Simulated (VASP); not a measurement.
# Au (Fm-3m) in VASP: further runs

The runs below take Au through single point, relaxation of cell and atoms, with r2SCAN.

All numbers are computed with VASP 6.6.1; they aren't measurements. Logs are shortened: lines on timing, memory, paths and dates and some standing lists are left out, and cuts for length are marked.

## (1) The cell of the first run

It takes space group Fm-3m (No. 225, cubic). The conventional cell has a = 4.128 Å, b = 4.128 Å, c = 4.128 Å, α = 90.00°, β = 90.00°, γ = 90.00°. Within 3.8 Å of Au (site symmetry m-3m) lie 12 Au at 2.92 Å.

## (2) Single point, r2SCAN

Input file POSCAR:

```
Au
1.0
    0.0000000000      2.0639801424      2.0639801424
    2.0639801424      0.0000000000      2.0639801424
    2.0639801424      2.0639801424      0.0000000000
Au
1
Direct
    0.0000000000      0.0000000000      0.0000000000
```

Input file INCAR.step1:

```
SYSTEM = Au
ALGO = Normal
EDIFF = 1E-4
ENCUT = 520
GGA = PE
ISMEAR = 0
LASPH = .True.
LCHARG = .False.
LREAL = .False.
LWAVE = .True.
NBANDS = 12
NELM = 60
PREC = Accurate
SIGMA = 0.1
```

Input file INCAR.step2:

```
SYSTEM = Au
ALGO = Normal
EDIFF = 1E-6
ENCUT = 520
ISIF = 2
ISMEAR = 0
ISTART = 1
LASPH = .True.
LCHARG = .False.
LMIXTAU = .True.
LREAL = .False.
LWAVE = .False.
METAGGA = R2SCAN
NBANDS = 12
NELM = 60
PREC = Accurate
SIGMA = 0.1
```

Input file KPOINTS:

```
k-points
0
Gamma
  8 8 8
  0 0 0
```

Potentials or basis: VASP PAW PBE potentials, release 64 (Au).

The run is started by

```console
> cat potpaw_PBE.64/Au/POTCAR > POTCAR
> cp INCAR.step1 INCAR
> mpirun -np 1 vasp_std > vasp.out
> cp INCAR.step2 INCAR
> mpirun -np 1 vasp_std > vasp.out
```

OUTCAR:

```text
SYSTEM = Au
   EDIFF = 1E-6
   ENCUT = 520
   ISIF = 2
   ISMEAR = 0
   ISTART = 1
   LASPH = .True.
   LREAL = .False.
   METAGGA = R2SCAN
   NELM = 60
   PREC = Accurate

 ion  position               nearest neighbor table
   1  0.000  0.000  0.000-

  LATTYP: Found a face centered cubic cell.
 ALAT       =     4.1279602848

  Lattice vectors:

 A1 = (   0.0000000000,   2.0639801424,   2.0639801424)
 A2 = (   2.0639801424,   0.0000000000,   2.0639801424)
 A3 = (   2.0639801424,   2.0639801424,   0.0000000000)

Analysis of symmetry for initial positions (statically):
=====================================================================
 Subroutine PRICEL returns:
 Original cell was already a primitive cell.

 Routine SETGRP: Setting up the symmetry group for a
 face centered cubic supercell.

 Subroutine GETGRP returns: Found 48 space group operations
 (whereof 48 operations were pure point group operations)
 out of a pool of 48 trial point group operations.

The static configuration has the point symmetry O_h .

Analysis of symmetry for dynamics (positions and initial velocities):
=====================================================================
 Subroutine PRICEL returns:
 Original cell was already a primitive cell.

 Routine SETGRP: Setting up the symmetry group for a
 face centered cubic supercell.

 Subroutine GETGRP returns: Found 48 space group operations
 (whereof 48 operations were pure point group operations)
 out of a pool of 48 trial point group operations.

The dynamic configuration has the point symmetry O_h .

 Subroutine INISYM returns: Found 48 space group operations
 (whereof 48 operations are pure point group operations),
 and found     1 'primitive' translations

----------------------------------------------------------------------------------------

                                     Primitive cell

  volume of cell :      17.5852

  direct lattice vectors                    reciprocal lattice vectors
     0.000000000  2.063980142  2.063980142    -0.242250393  0.242250393  0.242250393
     2.063980142  0.000000000  2.063980142     0.242250393 -0.242250393  0.242250393
     2.063980142  2.063980142  0.000000000     0.242250393  0.242250393 -0.242250393

  length of vectors
     2.918908710  2.918908710  2.918908710     0.419589988  0.419589988  0.419589988

  position of ions in fractional coordinates (direct lattice)
     0.000000000  0.000000000  0.000000000

  ion indices of the primitive-cell ions
   primitive index   ion index
                 1           1

----------------------------------------------------------------------------------------

 KPOINTS: k-points

Automatic generation of k-mesh.
 Grid dimensions read from file:
 generate k-points for:    8    8    8

 Generating k-lattice:

  Cartesian coordinates                     Fractional coordinates (reciprocal lattice)
    -0.030281299  0.030281299  0.030281299     0.125000000  0.000000000  0.000000000
     0.030281299 -0.030281299  0.030281299     0.000000000  0.125000000  0.000000000
     0.030281299  0.030281299 -0.030281299     0.000000000  0.000000000  0.125000000

  Length of vectors
     0.052448749  0.052448749  0.052448749

  Shift w.r.t. Gamma in fractional coordinates (k-lattice)
     0.000000000  0.000000000  0.000000000

 Subroutine IBZKPT returns following result:
 ===========================================

 Found     29 irreducible k-points:

 Following reciprocal coordinates:
            Coordinates               Weight
  0.000000  0.000000  0.000000      1.000000
  0.125000  0.000000  0.000000      8.000000
  0.250000  0.000000  0.000000      8.000000
  0.375000  0.000000  0.000000      8.000000
  0.500000  0.000000  0.000000      4.000000
  0.125000  0.125000  0.000000      6.000000
[... 16 lines left out ...]
  0.500000  0.250000  0.125000     48.000000
 -0.375000  0.250000  0.125000     24.000000
 [... further k-points ...]
   k-points           NKPTS =     29   k-points in BZ     NKDIM =     29   number of bands    NBANDS=     12
   number of dos      NEDOS =    301   number of ions     NIONS =      1
   total plane-waves  NPLWV =  13824
   dimension x,y,z NGX =    24 NGY =   24 NGZ =   24
   dimension x,y,z NGXF=    48 NGYF=   48 NGZF=   48
   ions per type =               1
   NGX,Y,Z   is equivalent  to a cutoff of  13.67, 13.67, 13.67 a.u.
   NGXF,Y,Z  is equivalent  to a cutoff of  27.34, 27.34, 27.34 a.u.
 SYSTEM =  Au
   PREC   = accura    normal or accurate (medium, high low for compatibility)
   ISTART =      1    job   : 0-new  1-cont  2-samecut
   ICHARG =      0    charge: 1-file 2-atom 10-const
   ISPIN  =      1    spin polarized calculation?
   LNONCOLLINEAR =      F non collinear calculations
   LSORBIT =      F    spin-orbit coupling
   LASPH  =      T    aspherical Exc in radial PAW
   ENCUT  =  520.0 eV  38.22 Ry    6.18 a.u.   5.43  5.43  5.43*2*pi/ulx,y,z
   NELM   =     60;   NELMIN=  2; NELMDL=  0     # of ELM steps
   EDIFF  = 0.1E-05   stopping-criterion for ELM
   LREAL  =      F    real-space projection
   EDIFFG = 0.1E-04   stopping-criterion for IOM
   NSW    =      0    number of steps for IOM
   IBRION =     -1    ionic relax: 0-MD 1-quasi-New 2-CG
   NFREE  =      0    steps in history (QN), initial steepest desc. (CG)
   ISIF   =      2    stress and relaxation
   ISYM   =      2    0-nonsym 1-usesym 2-fastsym
   POTIM  = 0.5000    time-step for ionic-motion
   TEBEG  =    0.0;   TEEND  =   0.0 temperature during run
   PSTRESS=    0.0 pullay stress
   NELECT =      11.0000    total number of electrons
   NUPDOWN=      -1.0000    fix difference up-down
   EMIN   =  10.00;   EMAX   =-10.00  energy-range for DOS
   EFERMI =   0.00;   METHOD = LEGACY
   ISMEAR =     0;   SIGMA  =   0.10  broadening in eV -4-tet -1-fermi 0-gaus
   EFERMI_NEDOS =   21; number of points for ismear=-14 and -15
   IALGO  =     38    algorithm
   IMIX   =      4    mixing-type and parameters
     AMIX     =   0.40;   BMIX     =  1.00
     AMIX_MAG =   1.60;   BMIX_MAG =  1.00
  volume/ion in A,a.u.               =      17.59       118.67
  Fermi-wavevector in a.u.,A,eV,Ry     =   1.400093  2.645792 26.670961  1.960260
  Thomas-Fermi vector in A             =   2.523088
   LORBIT       =      0    0 simple, 1 ext, 2 COOP (PROOUT), +10 PAW based schemes
   METAGGA = R2SCAN    functional components
   LHFCALC =     F    Hartree Fock is set to
   AEXX    =    0.0000 exact exchange contribution
   IVDW    =     0    specifies the selected vdW correction
   LEPSILON=     F    determine dielectric tensor
   LRPA    =     F    only Hartree local field effects (RPA)
 non-spin polarized calculation
 Gauss-broadening in eV      SIGMA  =   0.10
  energy-cutoff  :      520.00
  volume of cell :       17.59
 maximum number of plane-waves:       489
 NGX is ok and might be reduce to    24
   NGX = 11   NGY = 11   NGZ = 11

 number of electron      11.0000001 magnetization

 Free energy of the ion-electron system (eV)
  ---------------------------------------------------
  ext. energy  EPLUGINS =         0.00000000
  ---------------------------------------------------
  free energy    TOTEN  =       -50.56026989 eV

  energy without entropy =      -50.55721711  energy(sigma->0) =      -50.55874350

 E-fermi :   8.7088     XC(G=0): -13.4018

 val. band max:        8.6342707070   @ k =   0.5000   0.2500   0.1250
 cond. band min:       8.9384902078   @ k =   0.5000   0.3750   0.1250
 fundamental gap:      0.3042195008
 Fermi energy:         8.7087573207

 k-point     1 :       0.0000    0.0000    0.0000
  band No.  band energies     occupation
      1      -0.9338      2.00000
      2       4.0408      2.00000
      3       4.0408      2.00000
      4       4.0408      2.00000
      5       5.4914      2.00000
      6       5.4914      2.00000
      7      24.1787      0.00000
      8      28.0693      0.00000
      9      28.0693      0.00000
     10      28.0693      0.00000
     11      33.2362      0.00000
     12      37.3671      0.00000

 k-point     2 :       0.1250    0.0000    0.0000
  band No.  band energies     occupation
      1      -0.3984      2.00000
      2       3.9004      2.00000
      3       4.2019      2.00000
      4       4.2019      2.00000
      5       5.4381      2.00000
      6       5.4381      2.00000
      7      24.5027      0.00000
      8      25.4987      0.00000
      9      28.6280      0.00000
     10      28.6280      0.00000
     11      32.9114      0.00000
     12      35.1042      0.00000

 k-point     3 :       0.2500    0.0000    0.0000
  band No.  band energies     occupation
      1       0.8590      2.00000
      2       3.9720      2.00000
      3       4.3102      2.00000
      4       4.3102      2.00000
      5       5.6660      2.00000
      6       5.6660      2.00000
      7      20.3112      0.00000
      8      25.2184      0.00000
      9      29.2238      0.00000
     10      29.2238      0.00000
     11      31.3564      0.00000
     12      32.6244      0.00000

 k-point     4 :       0.3750    0.0000    0.0000
  band No.  band energies     occupation
      1       1.4922      2.00000
      2       4.1110      2.00000
      3       4.1110      2.00000
      4       5.7714      2.00000
      5       6.3265      2.00000
      6       6.3265      2.00000
      7      15.2182      0.00000
      8      24.1554      0.00000
      9      27.4688      0.00000
     10      27.4688      0.00000
     11      33.4732      0.00000
     12      33.4732      0.00000

 k-point     5 :       0.5000    0.0000    0.0000
  band No.  band energies     occupation
      1       1.5136      2.00000
      2       3.9988      2.00000
      3       3.9988      2.00000
      4       6.6746      2.00000
      5       6.6746      2.00000
      6       8.1652      2.00000
      7      11.8194      0.00000
      8      23.6480      0.00000
      9      26.4853      0.00000
     10      26.4853      0.00000
     11      34.2528      0.00000
     12      34.2529      0.00000
[... 228 lines left out ...]
      1       1.7745      2.00000
      2       2.0395      2.00000
      3       6.6159      2.00000
      4       6.9964      2.00000
      5       6.9964      2.00000
      6      10.0986      0.00000
      7      14.5621      0.00000
      8      19.2415      0.00000
      9      19.2415      0.00000
     10      26.5213      0.00000
     11      28.9753      0.00000
     12      37.3730      0.00000

 k-point    22 :       0.3750    0.2500    0.1250
  band No.  band energies     occupation
      1       1.9779      2.00000
      2       3.1664      2.00000
      3       4.0875      2.00000
      4       5.2476      2.00000
      5       5.3402      2.00000
      6       6.7969      2.00000
      7      20.4637      0.00000
      8      22.1751      0.00000
      9      25.6185      0.00000
     10      28.5256      0.00000
     11      30.1420      0.00000
     12      33.7001      0.00000

 k-point    23 :       0.5000    0.2500    0.1250
  band No.  band energies     occupation
      1       2.5378      2.00000
      2       3.6021      2.00000
      3       3.8150      2.00000
      4       5.0603      2.00000
      5       6.2113      2.00000
      6       8.6343      1.70784
      7      16.0149      0.00000
      8      21.0556      0.00000
      9      23.6246      0.00000
     10      27.9708      0.00000
     11      32.0181      0.00000
     12      35.5856      0.00000

 k-point    24 :      -0.3750    0.2500    0.1250
  band No.  band energies     occupation
      1       2.5153      2.00000
      2       3.4145      2.00000
      3       4.5423      2.00000
      4       4.8515      2.00000
      5       6.5466      2.00000
      6      11.6258      0.00000
      7      11.8665      0.00000
      8      21.2808      0.00000
      9      22.4000      0.00000
     10      27.1923      0.00000
     11      33.3731      0.00000
     12      36.5650      0.00000

 [... further k-points ...]

------------------------ aborting loop because EDIFF is reached ----------------------------------------

  FORCE on cell =-STRESS in cart. coord.  units (eV):
  Direction    XX          YY          ZZ          XY          YZ          ZX
  --------------------------------------------------------------------------------------
  -------------------------------------------------------------------------------------
  Total        0.0711753      0.0711753      0.0711753      0.0000000      0.0000000      0.0000000
  in kB        6.4847524      6.4847524      6.4847524      0.0000000      0.0000000      0.0000000
  external PRESSURE =       6.4847524 kB  Pullay stress =       0.0000000 kB

 VOLUME and BASIS-vectors are now :
 -----------------------------------------------------------------------------
  energy-cutoff  :      520.00
  volume of cell :       17.59
      direct lattice vectors                 reciprocal lattice vectors
     0.000000000  2.063980142  2.063980142    -0.242250393  0.242250393  0.242250393
     2.063980142  0.000000000  2.063980142     0.242250393 -0.242250393  0.242250393
     2.063980142  2.063980142  0.000000000     0.242250393  0.242250393 -0.242250393

 POSITION                                       TOTAL-FORCE (eV/Angst)
 -----------------------------------------------------------------------------------
      0.00000      0.00000      0.00000         0.000000     -0.000000      0.000000
 -----------------------------------------------------------------------------------
    total drift:                                0.000000      0.000000     -0.000000

  FREE ENERGIE OF THE ION-ELECTRON SYSTEM (eV)
  ---------------------------------------------------
  free  energy   TOTEN  =       -50.5602698874 eV

  energy  without entropy=      -50.5572171119  energy(sigma->0) =      -50.55874350
```

Wall time 14 s (1 thread of Intel Xeon 6975P-C (Granite Rapids), shared host); peak memory 0.14 GiB.

What came out:

```yaml
Free_energy: -50.5603 eV
Pressure: 0.6 GPa
Band_gap_on_the_k_mesh: zero (an odd number of electrons rules out a gap without spin polarisation)
```

Caveat: the PAW data sets were made with another functional, which shifts forces and pressure a little; spin-orbit coupling is left out, which moves the levels of the heavy elements.

(Continued in part 2 of 3.)
